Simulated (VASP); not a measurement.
C:

```
C
1.0
     0.00000    1.78345    1.78345
     1.78345    0.00000    1.78345
     1.78345    1.78345    0.00000
C
2
Cartesian
  1.7834 1.7834 1.7834
  2.6752 2.6752 2.6752
```

Base run:

```yaml
Program: VASP 6.6.1
Functional: PBE
Potentials_or_basis: VASP PAW PBE potentials, release 64 (C)
Cutoff: 600 eV
k_mesh: 14 × 14 × 14
Occupations: fermi-dirac, width 0.1 eV
Spin: no spin polarisation
```

Its results: band gap on the k mesh 4.13 eV, indirect (least direct gap 5.59 eV); pressure 1.7 GPa.

The run is repeated on the same cell with these changes: k mesh from 14 × 14 × 14 to 7 × 7 × 7. What comes out?

Band gap on the k mesh 4.26 eV, indirect (least direct gap 5.59 eV); pressure 1.7 GPa.

Caveats: some runs use coarse meshes.

A k mesh can miss the band edges.
